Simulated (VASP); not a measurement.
The system is HfH3.

```
Hf H
1.0
     3.08455    0.00000    0.00000
     0.00000    3.08455    0.00000
     0.00000    0.00000    3.08455
Hf H
1 3
Direct
  0.00000 0.00000 0.00000
  0.00000 0.50000 0.50000
  0.50000 0.00000 0.50000
  0.50000 0.50000 0.00000
```

Base run:

* Program: VASP 6.6.1
* Functional: LDA
* Potentials or basis: VASP PAW LDA potentials, release 64 (Hf_pv, H)
* Cutoff: 520 eV
* k mesh: 7 × 7 × 7
* Occupations: fermi-dirac, width 0.1 eV
* Spin: no spin polarisation

Its results: pressure -7.4 GPa.

Question: The run is repeated on the same cell with these changes: k mesh from 7 × 7 × 7 to 5 × 5 × 5. What comes out?

Answer: Pressure -6.0 GPa.

Caveats: some runs use coarse meshes.
